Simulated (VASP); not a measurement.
# Te2Mo in VASP: a series of runs, part 2 of 3

VASP 6.6.1. Earlier steps stand in the parts before.

### 3 Single point, PBE+D3(BJ) (layers slid over each other)

Contents of INCAR:

```
SYSTEM = Te2Mo
PREC = Accurate ; ENCUT = 520
EDIFF = 1E-7 ; ISMEAR = 0
SIGMA = 0.05 ; LREAL = .False.
LASPH = .True. ; NELM = 60
ALGO = Normal ; ISIF = 2
LWAVE = .False. ; LCHARG = .False.
LDIPOL = .True. ; IDIPOL = 3
DIPOL = 0.5 0.5 0.398 ; GGA = PE
IVDW = 12 ; NBANDS = 35
```

Contents of KPOINTS:

```
regular mesh
0
Gamma
  9 9 1
  0 0 0
```

Contents of POSCAR:

```
Te2Mo
1.0
    3.5038817216      0.0000000000      0.0000000000
   -1.7519408608      3.0344505828      0.0000000000
    0.0000000000      0.0000000000     24.7677194079
Te Mo
4 2
Direct
    0.3333333333      0.6666666667      0.1816881048
    0.3333333333      0.6666666667      0.3284056788
    0.6666666667      1.3333333333      0.4668923898
    0.6666666667      1.3333333333      0.6136099637
    0.6666666667      0.3333333333      0.2550468918
    0.3333333333      1.6666666667      0.5402511768
```

Potentials or basis: VASP PAW PBE potentials, release 64 (Te, Mo_sv).

On the command line:

```console
$ cat potpaw_PBE.64/Te/POTCAR potpaw_PBE.64/Mo_sv/POTCAR > POTCAR
$ mpirun -np 1 vasp_std > vasp.out
```

OUTCAR:

```text
SYSTEM = Te2Mo
   PREC = Accurate
   ENCUT = 520
   EDIFF = 1E-7
   ISMEAR = 0
   LREAL = .False.
   LASPH = .True.
   NELM = 60
   ISIF = 2
   GGA = PE
   IVDW = 12
 IVDW          = 12

 ion  position               nearest neighbor table
   1  0.333  0.667  0.182-   5 2.72   5 2.72   5 2.72   2 3.63
   2  0.333  0.667  0.328-   5 2.72   5 2.72   5 2.72   1 3.63
   3  0.667  0.333  0.467-   6 2.72   6 2.72   6 2.72   4 3.63
   4  0.667  0.333  0.614-   6 2.72   6 2.72   6 2.72   3 3.63
   5  0.667  0.333  0.255-   1 2.72   2 2.72   1 2.72   2 2.72   1 2.72   2 2.72
   6  0.333  0.667  0.540-   4 2.72   4 2.72   4 2.72   3 2.72   3 2.72   3 2.72

  LATTYP: Found a hexagonal cell.
 ALAT       =     3.5038817216
 C/A-ratio  =     7.0686516771

  Lattice vectors:

 A1 = (   3.5038817216,   0.0000000000,   0.0000000000)
 A2 = (  -1.7519408608,   3.0344505828,   0.0000000000)
 A3 = (   0.0000000000,   0.0000000000,  24.7677194079)

Analysis of symmetry for initial positions (statically):
=====================================================================
 Subroutine PRICEL returns:
 Original cell was already a primitive cell.

 Routine SETGRP: Setting up the symmetry group for a
 hexagonal supercell.

 Subroutine GETGRP returns: Found 12 space group operations
 (whereof  6 operations were pure point group operations)
 out of a pool of 24 trial point group operations.

The static configuration has the point symmetry C_3v.
 The point group associated with its full space group is D_3d.

Analysis of symmetry for dynamics (positions and initial velocities):
=====================================================================
 Subroutine PRICEL returns:
 Original cell was already a primitive cell.

 Routine SETGRP: Setting up the symmetry group for a
 hexagonal supercell.

 Subroutine GETGRP returns: Found 12 space group operations
 (whereof  6 operations were pure point group operations)
 out of a pool of 24 trial point group operations.

The dynamic configuration has the point symmetry C_3v.
[... 125 lines left out ...]
   LRPA    =     F    only Hartree local field effects (RPA)
 non-spin polarized calculation
 Gauss-broadening in eV      SIGMA  =   0.05
  energy-cutoff  :      520.00
  volume of cell :      263.34
 maximum number of plane-waves:      7173
 NGX is ok and might be reduce to    28
   NGX = 13   NGY = 13   NGZ = 93

 dipolmoment           0.000000      0.000000     -0.000000 electrons x Angstroem

 number of electron      52.0000000 magnetization

 dipolmoment           0.000000      0.000000      0.000000 electrons x Angstroem

 Free energy of the ion-electron system (eV)
  ---------------------------------------------------
  ext. energy  EPLUGINS =         0.00000000
  ---------------------------------------------------
  free energy    TOTEN  =       -36.00575890 eV

  energy without entropy =      -36.00575890  energy(sigma->0) =      -36.00575890

 E-fermi :   2.7751     XC(G=0):  -6.3856

 val. band max:        2.5089292213   @ k =   0.3333   0.3333   0.0000
 cond. band min:       3.5663911907   @ k =   0.2222   0.2222   0.0000
 fundamental gap:      1.0574619693
 Fermi energy:         2.7750654691

 k-point     1 :       0.0000    0.0000    0.0000
  band No.  band energies     occupation
      1     -58.1878      2.00000
      2     -58.1877      2.00000
      3     -32.3634      2.00000
      4     -32.3634      2.00000
      5     -32.2215      2.00000
      6     -32.2215      2.00000
[... 445 lines left out ...]
     34       6.4900      0.00000
     35       7.2318      0.00000

------------------------ aborting loop because EDIFF is reached ----------------------------------------

 vacuum level on the upper side and lower side of the slab       (xc-potential included)        -0.103        -0.103

 Edisp (eV)   -2.79961

 E8    (eV) :    -1.3245

  FORCE on cell =-STRESS in cart. coord.  units (eV):
  Direction    XX          YY          ZZ          XY          YZ          ZX
  --------------------------------------------------------------------------------------
  -------------------------------------------------------------------------------------
  Total      -0.23827    -0.23827    -0.46687     0.00000    -0.00000     0.00000
  in kB      -1.44968    -1.44968    -2.84046     0.00000    -0.00000     0.00000
  external pressure =       -1.91 kB  Pullay stress =        0.00 kB

 VOLUME and BASIS-vectors are now :
 -----------------------------------------------------------------------------
  energy-cutoff  :      520.00
  volume of cell :      263.34
      direct lattice vectors                 reciprocal lattice vectors
     3.503881722  0.000000000  0.000000000     0.285397762  0.164774474  0.000000000
    -1.751940861  3.034450583  0.000000000     0.000000000  0.329548949  0.000000000
     0.000000000  0.000000000 24.767719408     0.000000000  0.000000000  0.040375134

 POSITION                                       TOTAL-FORCE (eV/Angst)
 -----------------------------------------------------------------------------------
     -0.00000      2.02297      4.50000        -0.000000      0.000000      0.005913
     -0.00000      2.02297      8.13386        -0.000000      0.000000      0.096426
      1.75194      1.01148     11.56386        -0.000000     -0.000000     -0.096426
      1.75194      1.01148     15.19772        -0.000000      0.000000     -0.005913
      1.75194      1.01148      6.31693        -0.000000      0.000000      0.002227
     -0.00000      2.02297     13.38079         0.000000     -0.000000     -0.002227
 -----------------------------------------------------------------------------------
    total drift:                                0.000000     -0.000000      0.000039

  FREE ENERGIE OF THE ION-ELECTRON SYSTEM (eV)
  ---------------------------------------------------
  free  energy   TOTEN  =       -38.8053648383 eV

  energy  without entropy=      -38.8053648383  energy(sigma->0) =      -38.80536484

 vacuum level on the upper side and lower side of the slab         7.218         7.220
```

Wall time 5.2 min (1 thread of Intel Xeon 6975P-C (Granite Rapids), shared host); peak memory 0.42 GiB.

Results:

```yaml
Free_energy: -38.8054 eV
Largest_force: 0.096 eV/Å
Band_gap_on_the_k_mesh: 1.06 eV (least direct gap 1.14 eV)
Dispersion_energy_per_atom: -0.467 eV
```

Forces in eV/Å, atoms in the order of the input:
```
Te   0.000  0.000  0.006
Te   0.000  0.000  0.096
Te   0.000  0.000 -0.096
Te   0.000  0.000 -0.006
Mo   0.000  0.000  0.002
Mo   0.000  0.000 -0.002
```

Caveat: the cell differs from its parent crystal (layers slid over each other); spin-orbit coupling is left out, which moves the levels of the heavy elements.

### 4 Single point, PBE+D3(BJ) (layers slid over each other)

Contents of INCAR:

```
SYSTEM = Te2Mo
PREC = Accurate
ENCUT = 520
EDIFF = 1E-6
ISMEAR = 0
SIGMA = 0.05
LREAL = .FALSE.
LASPH = .TRUE.
NELM = 80
ALGO = Normal
ISIF = 2
LWAVE = .FALSE.
LCHARG = .FALSE.
LDIPOL = .TRUE.
IDIPOL = 3
DIPOL = 0.5 0.5 0.398
GGA = PE
IVDW = 12
NBANDS = 35
```

Contents of KPOINTS:

```
regular mesh
0
G
  9 9 1
  0 0 0
```

Contents of POSCAR:

```
Te2Mo
1.0
    3.5038817216      0.0000000000      0.0000000000
   -1.7519408608      3.0344505828      0.0000000000
    0.0000000000      0.0000000000     24.7677194079
Te Mo
4 2
Direct
    0.3333333333      0.6666666667      0.1816881048
    0.3333333333      0.6666666667      0.3284056788
    1.0000000000      1.0000000000      0.4668923898
    1.0000000000      1.0000000000      0.6136099637
    0.6666666667      0.3333333333      0.2550468918
    0.6666666667      1.3333333333      0.5402511768
```

On the command line:

```console
$ cat potpaw_PBE.64/Te/POTCAR potpaw_PBE.64/Mo_sv/POTCAR > POTCAR
$ mpirun -np 1 vasp_std > vasp.out
```

It took 3.9 min on 1 thread of Intel Xeon 6975P-C (Granite Rapids), shared host; peak memory 0.42 GiB.

It converged, with:

```
Free energy                : -38.7555 eV
Largest force              : 0.040 eV/Å
Band gap on the k mesh     : 1.11 eV (least direct gap 1.16 eV)
Dispersion energy per atom : -0.467 eV
```

Forces in eV/Å, atoms in the order of the input:
```
Te   0.000  0.000 -0.010
Te   0.000  0.000 -0.009
Te   0.000  0.000  0.009
Te   0.000  0.000  0.010
Mo   0.000  0.000  0.040
Mo   0.000  0.000 -0.040
```

Levels at points of the mesh, in eV from the valence-band top:
```tsv
k point	band 22	band 23	band 24	band 25	band 26	band 27	band 28	band 29	band 30	band 31
(0.00, 0.00, 0.00)	-0.84	-0.83	-0.83	-0.72	-0.01	3.11	3.11	3.23	3.23	3.43
```

Caveat: the cell differs from its parent crystal (layers slid over each other); spin-orbit coupling is left out, which moves the levels of the heavy elements.

(Part 2 of 3 ends here.)
